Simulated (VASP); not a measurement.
The system is CsPbCl3.

```xyz
5
Lattice="5.6050 0.0000 0.0000 0.0000 5.6050 0.0000 0.0000 0.0000 5.6050" Properties=species:S:1:pos:R:3 pbc="T T T"
Pb    2.8025    2.8025    2.8025
Cs    0.0000    0.0000    0.0000
Cl    2.8025    0.0000    2.8025
Cl    0.0000    2.8025    2.8025
Cl    2.8025    2.8025    0.0000
```

| Quantity | Value |
| --- | --- |
| Program | VASP 6.6.1 |
| Task | relaxation of cell and atoms |
| Functional | revPBE |
| Potentials or basis | VASP PAW PBE potentials, release 64 (Pb_d, Cs_sv, Cl) |
| Cutoff | 600 eV |
| k mesh | 5 × 5 × 5 |
| Occupations | fermi-dirac, width 0.05 eV |
| Spin | no spin polarisation |

At the start: pressure 2.9 GPa; volume 35.22 Å³/atom.

Task: Where does the relaxation end?

Result: Over 4 steps the energy falls by 36.1 meV/atom and the volume is 39.63 Å³/atom (+12.5 %); space group Pm-3m (No. 221, to 0.1 Å) before and after.

Step by step:
| step | energy change (eV) | largest force (eV/Å) | pressure (GPa) | volume (Å³) |
| --- | --- | --- | --- | --- |
| 1 | 0.0000 | 0.0000 | 2.93 | 176.09 |
| 2 | -0.1722 | 0.0000 | 0.53 | 193.00 |
| 3 | -0.1803 | 0.0000 | -0.06 | 198.73 |
| 4 | -0.1804 | 0.0000 | 0.00 | 198.14 |

Final structure:
```
Pb Cs Cl
1.0
     5.82990    0.00000    0.00000
     0.00000    5.82990    0.00000
     0.00000    0.00000    5.82990
Pb Cs Cl
1 1 3
Direct
  0.50000 0.50000 0.50000
  0.00000 0.00000 0.00000
  0.50000 0.00000 0.50000
  0.00000 0.50000 0.50000
  0.50000 0.50000 0.00000
```

Caveat: the PAW data sets were made with another functional, which shifts forces and pressure a little.
